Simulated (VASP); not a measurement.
# Ni (Fm-3m) in VASP: further runs

Runs on Ni. Level: r2SCAN. Tasks: single point.

Everything below comes from runs of VASP 6.6.1. Logs are shortened: lines on timing, memory, paths and dates and some standing lists are left out, and cuts for length are marked.

## Step 1: The cell of the first run

The structure is cubic, space group Fm-3m (No. 225). Conventional cell: a = 3.525 Å, b = 3.525 Å, c = 3.525 Å, α = 90.00°, β = 90.00°, γ = 90.00°. Ni (site symmetry m-3m) has 12 Ni at 2.49 Å within 3.3 Å.

## Step 2: Single point, r2SCAN, collinear spin, ferromagnetic start

POSCAR

```
Ni
1.0
    3.5251000000      1.7625500000      1.7625500000
    1.7625500000      3.5251000000      1.7625500000
    1.7625500000      1.7625500000      3.5251000000
Ni
2
Direct
    0.0000000000      0.0000000000      0.0000000000
    0.5000000000      0.5000000000      0.5000000000
```

INCAR.step1

```
SYSTEM = Ni
  PREC = Accurate
  ENCUT = 520
  ISMEAR = -1
  SIGMA = 0.1
  LREAL = .False.
  LASPH = .True.
  NELM = 150
  ISPIN = 2
  MAGMOM = 2 2
  LMAXMIX = 4
  NBANDS = 21
  GGA = PE
  ALGO = Normal
  EDIFF = 1E-4
  LWAVE = .True.
  LCHARG = .False.
```

INCAR.step2

```
SYSTEM = Ni
  PREC = Accurate
  ENCUT = 520
  EDIFF = 1E-7
  ISMEAR = -1
  SIGMA = 0.1
  LREAL = .False.
  LASPH = .True.
  NELM = 150
  ALGO = Normal
  ISIF = 2
  LWAVE = .False.
  LCHARG = .False.
  ISPIN = 2
  MAGMOM = 2 2
  LORBIT = 11
  LMAXMIX = 4
  METAGGA = R2SCAN
  LMIXTAU = .True.
  NBANDS = 21
  ISTART = 1
```

KPOINTS

```
Automatic mesh
0
Gamma
  11 11 11
  0 0 0
```

Potentials or basis: VASP PAW PBE potentials, release 64 (Ni).

Launch:

```bash
$ cat potpaw_PBE.64/Ni/POTCAR > POTCAR
$ cp INCAR.step1 INCAR
$ mpirun -np 1 vasp_std > vasp.out
$ cp INCAR.step2 INCAR
$ mpirun -np 1 vasp_std > vasp.out
```

OUTCAR:

```text
SYSTEM = Ni
   PREC = Accurate
   ENCUT = 520
   EDIFF = 1E-7
   ISMEAR = -1
   LREAL = .False.
   LASPH = .True.
   NELM = 150
   ISIF = 2
   ISPIN = 2
   LORBIT = 11
   METAGGA = R2SCAN
   ISTART = 1

 ion  position               nearest neighbor table
   1  0.000  0.000  0.000-   2 2.49   2 2.49   2 2.49   2 2.49   2 2.49   2 2.49
   2  0.500  0.500  0.500-   1 2.49   1 2.49   1 2.49   1 2.49   1 2.49   1 2.49

  LATTYP: Found a trigonal (rhomboedric) cell.
 ALAT       =     4.3173481461
 COS(alpha) =     0.8333333333

  Lattice vectors:

 A1 = (   3.5251000000,   1.7625500000,   1.7625500000)
 A2 = (   1.7625500000,   3.5251000000,   1.7625500000)
 A3 = (   1.7625500000,   1.7625500000,   3.5251000000)

Analysis of symmetry for initial positions (statically):
=====================================================================
 Subroutine PRICEL returns following result:

  LATTYP: Found a face centered cubic cell.
 ALAT       =     3.5251000000

  Lattice vectors:

 A1 = (   0.0000000000,  -1.7625500000,   1.7625500000)
 A2 = (  -1.7625500000,  -0.0000000000,   1.7625500000)
 A3 = (  -1.7625500000,  -1.7625500000,   0.0000000000)

   2 primitive cells build up your supercell.

 Routine SETGRP: Setting up the symmetry group for a
 trigonal (rhombohedral) supercell.

 Subroutine GETGRP returns: Found 12 space group operations
 (whereof 12 operations were pure point group operations)
 out of a pool of 12 trial point group operations.

The static configuration has the point symmetry D_3d.

Analysis of symmetry for dynamics (positions and initial velocities):
=====================================================================
 Subroutine PRICEL returns following result:

  LATTYP: Found a face centered cubic cell.
 ALAT       =     3.5251000000

  Lattice vectors:

 A1 = (   0.0000000000,  -1.7625500000,   1.7625500000)
 A2 = (  -1.7625500000,  -0.0000000000,   1.7625500000)
 A3 = (  -1.7625500000,  -1.7625500000,   0.0000000000)

   2 primitive cells build up your supercell.

 Routine SETGRP: Setting up the symmetry group for a
 trigonal (rhombohedral) supercell.

 Subroutine GETGRP returns: Found 12 space group operations
 (whereof 12 operations were pure point group operations)
 out of a pool of 12 trial point group operations.

The dynamic configuration has the point symmetry D_3d.

Analysis of structural, dynamic, and magnetic symmetry:
=====================================================================
 Subroutine PRICEL returns following result:

  LATTYP: Found a face centered cubic cell.
 ALAT       =     3.5251000000

  Lattice vectors:

 A1 = (   0.0000000000,  -1.7625500000,   1.7625500000)
 A2 = (  -1.7625500000,  -0.0000000000,   1.7625500000)
 A3 = (  -1.7625500000,  -1.7625500000,   0.0000000000)

   2 primitive cells build up your supercell.

 Routine SETGRP: Setting up the symmetry group for a
 trigonal (rhombohedral) supercell.

 Subroutine GETGRP returns: Found 12 space group operations
 (whereof 12 operations were pure point group operations)
 out of a pool of 12 trial point group operations.

The overall configuration has the point symmetry D_3d.

 Subroutine INISYM returns: Found 12 space group operations
 (whereof 12 operations are pure point group operations),
 and found     2 'primitive' translations

----------------------------------------------------------------------------------------

                                     Primitive cell

  volume of cell :      10.9510

  direct lattice vectors                    reciprocal lattice vectors
     0.000000000 -1.762550000  1.762550000     0.283679896 -0.283679896  0.283679896
    -1.762550000 -0.000000000  1.762550000    -0.283679896  0.283679896  0.283679896
    -1.762550000 -1.762550000  0.000000000    -0.283679896 -0.283679896 -0.283679896

  length of vectors
     2.492622114  2.492622114  2.492622114     0.491347992  0.491347992  0.491347992

  position of ions in fractional coordinates (direct lattice)
     0.000000000  0.000000000  0.000000000

  ion indices of the primitive-cell ions
   primitive index   ion index
                 1           1

----------------------------------------------------------------------------------------

 KPOINTS: Automatic mesh

Automatic generation of k-mesh.
 Grid dimensions read from file:
 generate k-points for:   11   11   11

 Generating k-lattice:

  Cartesian coordinates                     Fractional coordinates (reciprocal lattice)
     0.038683622 -0.012894541 -0.012894541     0.090909091  0.000000000  0.000000000
    -0.012894541  0.038683622 -0.012894541     0.000000000  0.090909091  0.000000000
    -0.012894541 -0.012894541  0.038683622     0.000000000  0.000000000  0.090909091

  Length of vectors
     0.042766353  0.042766353  0.042766353

  Shift w.r.t. Gamma in fractional coordinates (k-lattice)
     0.000000000  0.000000000  0.000000000

 Subroutine IBZKPT returns following result:
 ===========================================

 Found    146 irreducible k-points:

 Following reciprocal coordinates:
            Coordinates               Weight
  0.000000  0.000000  0.000000      1.000000
  0.090909  0.000000  0.000000      6.000000
  0.181818  0.000000  0.000000      6.000000
  0.272727  0.000000  0.000000      6.000000
  0.363636  0.000000  0.000000      6.000000
  0.454545  0.000000  0.000000      6.000000
[... 16 lines left out ...]
 -0.272727  0.181818  0.000000     12.000000
 -0.181818  0.181818  0.000000      6.000000
 [... further k-points ...]
   k-points           NKPTS =    146   k-points in BZ     NKDIM =    146   number of bands    NBANDS=     21
   number of dos      NEDOS =    301   number of ions     NIONS =      2
   total plane-waves  NPLWV =  32768
   dimension x,y,z NGX =    32 NGY =   32 NGZ =   32
   dimension x,y,z NGXF=    64 NGYF=   64 NGZF=   64
   ions per type =               2
   NGX,Y,Z   is equivalent  to a cutoff of  12.32, 12.32, 12.32 a.u.
   NGXF,Y,Z  is equivalent  to a cutoff of  24.64, 24.64, 24.64 a.u.
 SYSTEM =  Ni
   PREC   = accura    normal or accurate (medium, high low for compatibility)
   ISTART =      1    job   : 0-new  1-cont  2-samecut
   ICHARG =      0    charge: 1-file 2-atom 10-const
   ISPIN  =      2    spin polarized calculation?
   LNONCOLLINEAR =      F non collinear calculations
   LSORBIT =      F    spin-orbit coupling
   LASPH  =      T    aspherical Exc in radial PAW
   ENCUT  =  520.0 eV  38.22 Ry    6.18 a.u.   8.03  8.03  8.03*2*pi/ulx,y,z
   NELM   =    150;   NELMIN=  2; NELMDL=  0     # of ELM steps
   EDIFF  = 0.1E-06   stopping-criterion for ELM
   LREAL  =      F    real-space projection
   EDIFFG = 0.1E-05   stopping-criterion for IOM
   NSW    =      0    number of steps for IOM
   IBRION =     -1    ionic relax: 0-MD 1-quasi-New 2-CG
   NFREE  =      0    steps in history (QN), initial steepest desc. (CG)
   ISIF   =      2    stress and relaxation
   ISYM   =      2    0-nonsym 1-usesym 2-fastsym
   POTIM  = 0.5000    time-step for ionic-motion
   TEBEG  =    0.0;   TEEND  =   0.0 temperature during run
   PSTRESS=    0.0 pullay stress
   NELECT =      20.0000    total number of electrons
   NUPDOWN=      -1.0000    fix difference up-down
   EMIN   =  10.00;   EMAX   =-10.00  energy-range for DOS
   EFERMI =   0.00;   METHOD = LEGACY
   ISMEAR =    -1;   SIGMA  =   0.10  broadening in eV -4-tet -1-fermi 0-gaus
   EFERMI_NEDOS =   21; number of points for ismear=-14 and -15
   IALGO  =     38    algorithm
   IMIX   =      4    mixing-type and parameters
     AMIX     =   0.40;   BMIX     =  1.00
     AMIX_MAG =   1.60;   BMIX_MAG =  1.00
  volume/ion in A,a.u.               =      10.95        73.90
  Fermi-wavevector in a.u.,A,eV,Ry     =   1.588267  3.001389 34.321929  2.522591
  Thomas-Fermi vector in A             =   2.687297
   LORBIT       =     11    0 simple, 1 ext, 2 COOP (PROOUT), +10 PAW based schemes
   METAGGA = R2SCAN    functional components
   LHFCALC =     F    Hartree Fock is set to
   AEXX    =    0.0000 exact exchange contribution
   IVDW    =     0    specifies the selected vdW correction
   LEPSILON=     F    determine dielectric tensor
   LRPA    =     F    only Hartree local field effects (RPA)
 spin polarized calculation
  energy-cutoff  :      520.00
  volume of cell :       21.90
 maximum number of plane-waves:       602
   NGX = 15   NGY = 15   NGZ = 15

 number of electron      20.0000006 magnetization       1.4372130

 Free energy of the ion-electron system (eV)
  ---------------------------------------------------
  ext. energy  EPLUGINS =         0.00000000
  ---------------------------------------------------
  free energy    TOTEN  =       -23.90360049 eV

  energy without entropy =      -23.81183148  energy(sigma->0) =      -23.85771598

 E-fermi :   9.2158     XC(G=0): -14.3408

 val. band max:        9.2045440973   @ k =  -0.2727   0.1818   0.0000
 cond. band min:       9.2271975103   @ k =  -0.2727   0.0909   0.0909
 fundamental gap:      0.0226534130
 Fermi energy:         9.2158397348

 spin component 1

 k-point     1 :       0.0000    0.0000    0.0000
  band No.  band energies     occupation
      1      -0.1294      1.00000
      2       3.9918      1.00000
      3       6.3125      1.00000
      4       6.3137      1.00000
      5       6.3137      1.00000
      6       6.3921      1.00000
[... 550 lines left out ...]
      5       5.8838      1.00000
      6       6.4883      1.00000
[... 13 lines left out ...]
     20      38.0083      0.00000
     21      39.3348      0.00000

 [... further k-points ...]

 spin component 2

 k-point     1 :       0.0000    0.0000    0.0000
  band No.  band energies     occupation
      1      -0.3849      1.00000
      2       4.6598      1.00000
      3       7.3008      1.00000
      4       7.3008      1.00000
      5       7.6302      1.00000
      6       7.6302      1.00000
[... 550 lines left out ...]
      5       6.9044      1.00000
      6       7.4405      1.00000
[... 13 lines left out ...]
     20      38.1684      0.00000
     21      39.3034      0.00000

 [... further k-points ...]
[... 5 lines left out ...]
  --------------------------------------------------------------------------------------
  -------------------------------------------------------------------------------------
  Total       -1.0194877     -1.0194877     -1.0194877     -0.0068066     -0.0068066     -0.0068066
  in kB      -74.5775741    -74.5775741    -74.5775741     -0.4979146     -0.4979146     -0.4979146
  external PRESSURE =     -74.5775741 kB  Pullay stress =       0.0000000 kB

 VOLUME and BASIS-vectors are now :
 -----------------------------------------------------------------------------
  energy-cutoff  :      520.00
  volume of cell :       21.90
      direct lattice vectors                 reciprocal lattice vectors
     3.525100000  1.762550000  1.762550000     0.425519843 -0.141839948 -0.141839948
     1.762550000  3.525100000  1.762550000    -0.141839948  0.425519843 -0.141839948
     1.762550000  1.762550000  3.525100000    -0.141839948 -0.141839948  0.425519843

 POSITION                                       TOTAL-FORCE (eV/Angst)
 -----------------------------------------------------------------------------------
      0.00000      0.00000      0.00000         0.000000      0.000000      0.000000
      3.52510      3.52510      3.52510        -0.000000     -0.000000     -0.000000
 -----------------------------------------------------------------------------------
    total drift:                               -0.000000      0.000000     -0.000000

  FREE ENERGIE OF THE ION-ELECTRON SYSTEM (eV)
  ---------------------------------------------------
  free  energy   TOTEN  =       -23.9036004871 eV

  energy  without entropy=      -23.8118314777  energy(sigma->0) =      -23.85771598

 total charge

# of ion       s       p       d       tot
------------------------------------------
    1        0.511   0.513   8.310   9.333
    2        0.511   0.513   8.310   9.333
--------------------------------------------------
tot          1.021   1.026  16.619  18.666

 magnetization (x)

# of ion       s       p       d       tot
------------------------------------------
    1       -0.010  -0.042   0.795   0.743
    2       -0.010  -0.042   0.795   0.743
--------------------------------------------------
tot         -0.021  -0.084   1.591   1.485
```

Run time: 18 min. Hardware: 1 thread of Intel Xeon 8259CL, shared host; peak memory 0.28 GiB.

Results:

| Item | Value |
| --- | --- |
| Free energy | -23.9036 eV |
| Pressure | -7.5 GPa |
| Net moment | 1.44 μB per cell |
| Site moments | Ni +0.74 μB |
| Valence electrons inside the program's atomic spheres | Ni 9.33 |

Levels at points of the mesh, in eV from the Fermi level:
Spin up:
| k point | band 7 | band 8 | band 9 | band 10 | band 11 | band 12 | band 13 | band 14 | band 15 | band 16 |
| --- | --- | --- | --- | --- | --- | --- | --- | --- | --- | --- |
| (0.00, 0.00, 0.00) | -2.82 | -1.63 | -1.63 | -1.04 | -1.04 | -0.38 | 5.61 | 22.94 | 24.50 | 25.53 |
Spin down:
| k point | band 5 | band 6 | band 7 | band 8 | band 9 | band 10 | band 11 | band 12 | band 13 | band 14 |
| --- | --- | --- | --- | --- | --- | --- | --- | --- | --- | --- |
| (0.00, 0.00, 0.00) | -1.59 | -1.59 | -1.58 | -0.88 | -0.88 | -0.60 | 0.18 | 0.19 | 6.30 | 22.82 |

Caveat: the cell stands under tension; the PAW data sets were made with another functional, which shifts forces and pressure a little.

## Step 3: Single point, r2SCAN, collinear spin, antiferromagnetic start

POSCAR is that of step 2.

INCAR.step1

```
SYSTEM = Ni
  PREC = Accurate
  ENCUT = 520
  ISMEAR = -1
  SIGMA = 0.1
  LREAL = .FALSE.
  LASPH = .TRUE.
  NELM = 150
  ISPIN = 2
  MAGMOM = 1.3 -1.3
  LMAXMIX = 4
  NBANDS = 21
  GGA = PE
  ALGO = Normal
  EDIFF = 1E-4
  LWAVE = .TRUE.
  LCHARG = .FALSE.
```

INCAR.step2

```
SYSTEM = Ni
  PREC = Accurate
  ENCUT = 520
  EDIFF = 1E-6
  ISMEAR = -1
  SIGMA = 0.1
  LREAL = .FALSE.
  LASPH = .TRUE.
  NELM = 150
  ALGO = Normal
  ISIF = 2
  LWAVE = .FALSE.
  LCHARG = .FALSE.
  ISPIN = 2
  MAGMOM = 1.3 -1.3
  LORBIT = 11
  LMAXMIX = 4
  METAGGA = R2SCAN
  LMIXTAU = .TRUE.
  NBANDS = 21
  ISTART = 1
```

KPOINTS

```
regular mesh
0
G
  11 11 11
  0 0 0
```

Potentials or basis: VASP PAW PBE potentials, release 64 (Ni).

Launch:

```bash
$ cat potpaw_PBE.64/Ni/POTCAR > POTCAR
$ cp INCAR.step1 INCAR
$ mpirun -np 1 vasp_std > vasp.out
$ cp INCAR.step2 INCAR
$ mpirun -np 1 vasp_std > vasp.out
```

OUTCAR:

```text
SYSTEM = Ni
   PREC = Accurate
   ENCUT = 520
   EDIFF = 1E-6
   ISMEAR = -1
   LREAL = .FALSE.
   LASPH = .TRUE.
   NELM = 150
   ISIF = 2
   ISPIN = 2
   LORBIT = 11
   METAGGA = R2SCAN
   ISTART = 1

 ion  position               nearest neighbor table
   1  0.000  0.000  0.000-   2 2.49   2 2.49   2 2.49   2 2.49   2 2.49   2 2.49
   2  0.500  0.500  0.500-   1 2.49   1 2.49   1 2.49   1 2.49   1 2.49   1 2.49

  LATTYP: Found a trigonal (rhomboedric) cell.
 ALAT       =     4.3173481461
 COS(alpha) =     0.8333333333

  Lattice vectors:

 A1 = (   3.5251000000,   1.7625500000,   1.7625500000)
 A2 = (   1.7625500000,   3.5251000000,   1.7625500000)
 A3 = (   1.7625500000,   1.7625500000,   3.5251000000)
[... 1396 lines left out ...]
 -----------------------------------------------------------------------------
  energy-cutoff  :      520.00
  volume of cell :       21.90
      direct lattice vectors                 reciprocal lattice vectors
     3.525100000  1.762550000  1.762550000     0.425519843 -0.141839948 -0.141839948
     1.762550000  3.525100000  1.762550000    -0.141839948  0.425519843 -0.141839948
     1.762550000  1.762550000  3.525100000    -0.141839948 -0.141839948  0.425519843

 POSITION                                       TOTAL-FORCE (eV/Angst)
 -----------------------------------------------------------------------------------
      0.00000      0.00000      0.00000        -0.000000     -0.000000     -0.000000
      3.52510      3.52510      3.52510         0.000000      0.000000      0.000000
 -----------------------------------------------------------------------------------
    total drift:                               -0.000000      0.000000     -0.000000

  FREE ENERGIE OF THE ION-ELECTRON SYSTEM (eV)
  ---------------------------------------------------
  free  energy   TOTEN  =       -23.7133150528 eV

  energy  without entropy=      -23.5371946458  energy(sigma->0) =      -23.62525485

 total charge

# of ion       s       p       d       tot
------------------------------------------
    1        0.504   0.500   8.335   9.340
    2        0.504   0.500   8.335   9.340
--------------------------------------------------
tot          1.008   1.001  16.671  18.680

 magnetization (x)

# of ion       s       p       d       tot
------------------------------------------
    1        0.000  -0.000   0.001   0.001
    2       -0.000   0.000  -0.001  -0.001
--------------------------------------------------
tot          0.000   0.000   0.000   0.000
```

OSZICAR.step1:

```text
N       E                     dE             d eps       ncg     rms          rms(c)
DAV:   1     0.960931696699E+02    0.96093E+02   -0.88468E+03 13373   0.135E+03
DAV:   2    -0.716022060552E+01   -0.10325E+03   -0.95279E+02 12524   0.234E+02
DAV:   3    -0.127879391413E+02   -0.56277E+01   -0.54476E+01 14174   0.629E+01
DAV:   4    -0.128644636468E+02   -0.76525E-01   -0.76455E-01 14135   0.677E+00
DAV:   5    -0.128667930110E+02   -0.23294E-02   -0.23292E-02 14053   0.116E+00    0.144E+01
DAV:   6    -0.115977640105E+02    0.12690E+01   -0.82898E+00 14500   0.583E+01    0.879E+00
DAV:   7    -0.109411877798E+02    0.65658E+00   -0.18320E+00 14371   0.246E+01    0.268E+00
DAV:   8    -0.109271395745E+02    0.14048E-01   -0.64679E-02 17803   0.394E+00    0.107E+00
DAV:   9    -0.109257749146E+02    0.13647E-02   -0.10504E-02 18994   0.148E+00    0.446E-01
DAV:  10    -0.109264939693E+02   -0.71905E-03   -0.11730E-02 20120   0.176E+00    0.208E-01
DAV:  11    -0.109267250330E+02   -0.23106E-03   -0.70132E-04 16195   0.248E-01    0.179E-01
DAV:  12    -0.109273047721E+02   -0.57974E-03   -0.90976E-03 17990   0.135E+00    0.118E-01
DAV:  13    -0.109275482010E+02   -0.24343E-03   -0.20917E-03 10266   0.627E-01    0.655E-02
DAV:  14    -0.109275958861E+02   -0.47685E-04   -0.10013E-03  9130   0.394E-01    0.259E-02
DAV:  15    -0.109276295201E+02   -0.33634E-04   -0.15307E-03  7373   0.460E-01    0.141E-02
DAV:  16    -0.109276543768E+02   -0.24857E-04   -0.23131E-04  8774   0.122E-01
   1 F= -.10927654E+02 E0= -.10836188E+02  d E =-.182932E+00  mag=     0.0000
```

Wall time 18 min (1 thread of Intel Xeon 8259CL, shared host); peak memory 0.28 GiB.

What came out:

```
Free energy                                           : -23.7133 eV
Pressure                                              : -9.5 GPa
Band gap on the k mesh                                : zero (filled and empty bands overlap)
Net moment                                            : 0.00 μB per cell
Valence electrons inside the program's atomic spheres : Ni 9.34
```

Caveat: the cell stands under tension; the moments typed at the start vanished in this run; the PAW data sets were made with another functional, which shifts forces and pressure a little.

(Continued in part 2 of 2.)

The gap in the log of VASP goes by the Fermi energy; the results here count the filled bands.